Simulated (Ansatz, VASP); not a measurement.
Two plane-wave programs on CsI

```
Cs I
1.0
     4.46637    0.00000    0.00000
     0.00000    4.46637    0.00000
     0.00000    0.00000    4.46637
Cs I
1 1
Direct
  0.00000 0.00000 0.00000
  0.50000 0.50000 0.50000
```

Alike in both runs: task single point; functional r2SCAN; k mesh 6 × 6 × 6; occupations gaussian, width 0.02 eV; no spin polarisation.

|  | VASP | Ansatz |
| --- | --- | --- |
| version | VASP 6.6.1 | Ansatz 0.2.0 |
| potentials or method | VASP PAW PBE potentials, release 64 (Cs_sv, I), cutoff 550 eV | scalar-relativistic, plane waves, PAW |
| valence electrons in the cell | 16 | 26 |

```tsv
	VASP	Ansatz	Ansatz less VASP
gap on the k mesh at the Fermi level (eV)	4.50	4.52	+0.018
least direct gap on the mesh (eV)	4.57	4.59	+0.014
pressure (GPa)	1.5	1.5	-0.06
```

VASP's potentials were made for PBE, not for r2SCAN. VASP's potentials hold 16 valence electrons a cell and Ansatz's 26, so a difference there can come from the potentials and not from the codes.

Neither program's run includes spin-orbit coupling.
